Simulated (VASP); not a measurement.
Set up this calculation in VASP 6.6.1, as the native input.

* Task: single point
* Functional: PBE
* Potentials or basis: VASP PAW PBE potentials, release 64 (Al, H)
* Cutoff: 520 eV
* k mesh: 9 × 3 × 1
* Occupations: gaussian, width 0.1 eV
* Spin: no spin polarisation
* Dipole correction: yes
* Further INCAR settings: ALGO = Normal; EDIFF = 1e-07; NBANDS = 25

The structure of Al9H lies in POSCAR:

```
Al9H
1.0
    2.8543223330      0.0000000000      0.0000000000
   -1.4271611665      9.7033329366      0.0000000000
    0.0000000000      0.0000000000     21.7902708969
Al H
9 1
Direct
    0.5324485604      0.0648971207      0.1835681630
    0.6709687938      0.3419375876      0.2292758741
    0.2986728405      0.5973456810      0.2384174163
    0.9263768872      0.8527537744      0.2475589585
    0.0639738222      0.1277383808      0.2937147080
    0.1995905480      0.4042696935      0.3452583266
    0.8288544886      0.6597110299      0.3524478004
    0.4526361687      0.9111292155      0.3607640453
    0.5925232094      0.1814597089      0.4034034702
    0.7175232094      0.3064597089      0.5213460150
```

One way to write it, as run:

INCAR

```
PREC = Accurate
ENCUT = 520
EDIFF = 1E-7
ISMEAR = 0
SIGMA = 0.1
LREAL = F
LASPH = T
NELM = 100
ALGO = Normal
ISIF = 2
LWAVE = F
LCHARG = T
LDIPOL = T
IDIPOL = 3
DIPOL = 0.5 0.5 0.318
GGA = PE
LELF = T
LVHAR = T
LVACPOTAV = T
NBANDS = 25
```

KPOINTS

```
regular mesh
0
Gamma
  9 3 1
```

Potentials or basis: VASP PAW PBE potentials, release 64 (Al, H).

The run is started by

```console
$ cat potpaw_PBE.64/Al/POTCAR potpaw_PBE.64/H/POTCAR > POTCAR
$ mpirun -np 1 vasp_std > vasp.out
```

It gave:

```
Largest force          : 0.983 eV/Å
Band gap on the k mesh : zero (band 14 reaches -1.36 eV, above the bottom of band 15 at -2.28 eV)
```

It took 16 min on 1 thread of Intel(R) Xeon(R) Platinum 8488C (Sapphire Rapids), with other jobs on the host, peak memory 0.67 GiB.
